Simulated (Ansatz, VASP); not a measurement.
## Two plane-wave programs on CsPbCl3

```
Pb Cs Cl
1.0
     5.60500    0.00000    0.00000
     0.00000    5.60500    0.00000
     0.00000    0.00000    5.60500
Pb Cs Cl
1 1 3
Cartesian
  2.8025 2.8025 2.8025
  0.0000 0.0000 0.0000
  2.8025 0.0000 2.8025
  0.0000 2.8025 2.8025
  2.8025 2.8025 0.0000
```

Alike in both runs: task relaxation of cell and atoms; functional PBEsol; k mesh 5 × 5 × 5; occupations fermi-dirac, width 0.05 eV; no spin polarisation.

|  | VASP | Ansatz |
| --- | --- | --- |
| version | VASP 6.6.1 | Ansatz 0.2.0 |
| potentials or method | VASP PAW PBE potentials, release 64 (Pb_d, Cs_sv, Cl) | Ansatz PAW |
| plane-wave cutoff (eV) | 600 | 420 |
| valence electrons in the cell | 44 | 44 |

```csv
,VASP,Ansatz,Ansatz less VASP
"gap on the k mesh at the Fermi level, each at its own relaxed structure (eV)",2.87,2.87,-0.004
relaxed volume (Å³/atom),35.37,35.41,+0.041
relaxed cell length with the largest relative difference (Å),5.613,5.615,+0.0022
```

VASP's potentials were made for PBE, not for PBEsol.

Neither program's run includes spin-orbit coupling. Noted on Ansatz's run: odd divisions of the mesh miss points on the zone boundary, where band edges often lie, so the gap on the mesh can be too wide; the plane-wave basis is chosen anew once the cell has moved, so the energies of steps on either side of that aren't comparable.
